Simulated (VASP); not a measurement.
# AlGa3N4 (Cm) in VASP: further runs, part 2 of 2

VASP 6.6.1. The steps go on from the part before.

## (3) Single point, r2SCAN (all Ga atoms moved +0.013 Å, as atom 2 along Cartesian [1 -1 0])

The input, POSCAR:

```
AlGa3N4
1.0
    4.4653444522      0.0000000000      0.0000000000
    0.0000000000      4.4653444522      0.0000000000
    0.0000000000      0.0000000000      4.4653444522
Al Ga N
1 3 4
Direct
    0.0000000000      0.0000000000      0.0000000000
    0.5019794296      0.4980205704      0.0000000000
    0.5019794296     -0.0019794296      0.5000000000
    0.0019794296      0.4980205704      0.5000000000
    0.7553510553      0.7553510553      0.2446489447
    0.7553510553      0.2446489447      0.7553510553
    0.2446489447      0.7553510553      0.7553510553
    0.2446489447      0.2446489447      0.2446489447
```

The input, INCAR.step1:

```
PREC     = Accurate       # precision mode
ENCUT    = 520            # plane-wave cutoff, eV
ISMEAR   = 0              # smearing method
SIGMA    = 0.05           # smearing width, eV
LREAL    = False          # projectors in reciprocal space
LASPH    = True           # aspherical terms in the spheres
NELM     = 100            # most SCF steps
NBANDS   = 41             # bands
GGA      = PE             # functional
ALGO     = Normal         # electronic algorithm
EDIFF    = 1E-4           # SCF threshold, eV
LWAVE    = True           # write WAVECAR
LCHARG   = False          # write CHGCAR
```

The input, INCAR.step2:

```
PREC     = Accurate       # precision mode
ENCUT    = 520            # plane-wave cutoff, eV
EDIFF    = 1E-6           # SCF threshold, eV
ISMEAR   = 0              # smearing method
SIGMA    = 0.05           # smearing width, eV
LREAL    = False          # projectors in reciprocal space
LASPH    = True           # aspherical terms in the spheres
NELM     = 100            # most SCF steps
ALGO     = Normal         # electronic algorithm
ISIF     = 2              # what is computed and relaxed
LWAVE    = False          # write WAVECAR
LCHARG   = False          # write CHGCAR
METAGGA  = R2SCAN         # meta-GGA
LMIXTAU  = True         
NBANDS   = 41             # bands
ISTART   = 1
```

The input, KPOINTS:

```
Automatic mesh
0
Gamma
  6 6 6
```

Potentials or basis: VASP PAW PBE potentials, release 64 (Al, Ga_d, N).

Started as:

```bash
cat potpaw_PBE.64/Al/POTCAR potpaw_PBE.64/Ga_d/POTCAR potpaw_PBE.64/N/POTCAR > POTCAR
cp INCAR.step1 INCAR
mpirun -np 1 vasp_std > vasp.out
cp INCAR.step2 INCAR
mpirun -np 1 vasp_std > vasp.out
```

OUTCAR:

```text
PREC = Accurate
   ENCUT = 520
   EDIFF = 1E-6
   ISMEAR = 0
   LREAL = False
   LASPH = True
   NELM = 100
   ISIF = 2
   METAGGA = R2SCAN
   ISTART = 1

 ion  position               nearest neighbor table
   1  0.000  0.000  0.000-   5 1.89   6 1.89   7 1.89   8 1.89
   2  0.502  0.498  0.000-   6 1.94   5 1.95   8 1.95   7 1.96
   3  0.502  0.998  0.500-   5 1.94   6 1.95   7 1.95   8 1.96
   4  0.002  0.498  0.500-   8 1.94   6 1.95   7 1.95   5 1.96
[... 1272 lines left out ...]
  Total        0.4004424      0.4004424      0.3943861     -0.0083690      0.2406534     -0.2406731
  in kB        7.2058580      7.2058580      7.0968775     -0.1505979      4.3304973     -4.3308502
  external PRESSURE =       7.1695312 kB  Pullay stress =       0.0000000 kB

 VOLUME and BASIS-vectors are now :
 -----------------------------------------------------------------------------
  energy-cutoff  :      520.00
  volume of cell :       89.04
      direct lattice vectors                 reciprocal lattice vectors
     4.465344452  0.000000000  0.000000000     0.223946889  0.000000000  0.000000000
     0.000000000  4.465344452  0.000000000     0.000000000  0.223946889  0.000000000
     0.000000000  0.000000000  4.465344452     0.000000000  0.000000000  0.223946889

 POSITION                                       TOTAL-FORCE (eV/Angst)
 -----------------------------------------------------------------------------------
      0.00000      0.00000      0.00000         0.054440     -0.054440     -0.000038
      2.24151      2.22383      0.00000        -0.162870      0.162870      0.004553
      2.24151      4.45651      2.23267        -0.162468      0.085144      0.004646
      0.00884      2.22383      2.23267        -0.085144      0.162468      0.004646
      3.37290      3.37290      1.09244         0.153251     -0.060402     -0.050758
      3.37290      1.09244      3.37290         0.119258     -0.119258      0.008194
      1.09244      3.37290      3.37290         0.023131     -0.023131      0.079515
      1.09244      1.09244      1.09244         0.060402     -0.153251     -0.050758
 -----------------------------------------------------------------------------------
    total drift:                               -0.027378      0.027379      0.001659

  FREE ENERGIE OF THE ION-ELECTRON SYSTEM (eV)
  ---------------------------------------------------
  free  energy   TOTEN  =       -84.8617670297 eV

  energy  without entropy=      -84.8617670297  energy(sigma->0) =      -84.86176703
```

Run time: 9 min. Hardware: 1 thread of Intel Xeon Platinum 8488C (Sapphire Rapids), shared host; peak memory 0.35 GiB.

Results:

```
Free energy            : -84.8618 eV
Pressure               : 0.7 GPa
Largest force          : 0.230 eV/Å
Band gap on the k mesh : 2.80 eV
```

Forces in eV/Å, atoms in the order of the input:
```
Al   0.054 -0.054  0.000
Ga  -0.163  0.163  0.005
Ga  -0.162  0.085  0.005
Ga  -0.085  0.162  0.005
N    0.153 -0.060 -0.051
N    0.119 -0.119  0.008
N    0.023 -0.023  0.080
N    0.060 -0.153 -0.051
```

Levels at points of the mesh, in eV from the valence-band top:
| k point | band 29 | band 30 | band 31 | band 32 | band 33 | band 34 |
| --- | --- | --- | --- | --- | --- | --- |
| (0.00, 0.00, 0.00) | -0.04 | -0.02 | 0.00 | 2.80 | 3.87 | 3.90 |
| (0.50, 0.00, 0.00) | -1.55 | -1.25 | -1.20 | 5.43 | 5.53 | 6.75 |
| (0.00, 0.00, 0.50) | -1.55 | -1.23 | -1.23 | 5.43 | 5.53 | 6.77 |
| (0.50, 0.50, 0.00) | -1.00 | -1.00 | -0.63 | 7.29 | 7.49 | 7.49 |
| (0.00, 0.50, 0.50) | -1.01 | -1.00 | -0.63 | 7.29 | 7.49 | 7.49 |
| (0.50, 0.50, 0.50) | -0.72 | -0.69 | -0.68 | 5.54 | 5.55 | 5.57 |

Caveat: the cell differs from its parent crystal (all Ga atoms moved +0.013 Å, as atom 2 along Cartesian [1 -1 0]); the PAW data sets were made with another functional, which shifts forces and pressure a little.
